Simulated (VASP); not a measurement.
Here is a VASP 6.6.1 calculation.

Contents of POSCAR:

```
Rb
1.0
    5.2917352550      0.0000000000      0.0000000000
   -2.6458676275      4.5827771610      0.0000000000
    0.0000000000      0.0000000000      8.2394485885
Rb
2
Direct
    0.3333333333      0.6666666667      0.2500000000
    0.6666666667      0.3333333333      0.7500000000
```

INCAR.step1

```
SYSTEM = Rb
ALGO = Normal
EDIFF = 1E-4
ENCUT = 520
GGA = PE
ISMEAR = 0
LASPH = .TRUE.
LCHARG = .FALSE.
LREAL = .FALSE.
LWAVE = .TRUE.
NBANDS = 16
NELM = 100
PREC = Accurate
SIGMA = 0.1
```

Contents of INCAR.step2:

```
SYSTEM = Rb
ALGO = Normal
EDIFF = 1E-6
ENCUT = 520
ISIF = 2
ISMEAR = 0
ISTART = 1
LASPH = .TRUE.
LCHARG = .FALSE.
LMIXTAU = .TRUE.
LREAL = .FALSE.
LWAVE = .FALSE.
METAGGA = R2SCAN
NBANDS = 16
NELM = 100
PREC = Accurate
SIGMA = 0.1
```

KPOINTS

```
k-points
0
G
  9 9 6
  0 0 0
```

Potentials or basis: VASP PAW PBE potentials, release 64 (Rb_sv).

The run is started by

```bash
$ cat potpaw_PBE.64/Rb_sv/POTCAR > POTCAR
$ cp INCAR.step1 INCAR
$ mpirun -np 1 vasp_std > vasp.out
$ cp INCAR.step2 INCAR
$ mpirun -np 1 vasp_std > vasp.out
```

Q: What does it give for the band gap on the k mesh?

A: Zero (bands 9 and 10 overlap by 2.29 eV).

Q: What does it give for the pressure?

A: -0.1 GPa.

Stress tensor (GPa, compression positive):
```
-0.18  0.00  0.00
 0.00 -0.18  0.00
 0.00  0.00  0.04
```

Caveat: the cell differs from its parent crystal (biaxial strain in the a-b plane: +4.0 %); the PAW data sets were made with another functional, which shifts forces and pressure a little.
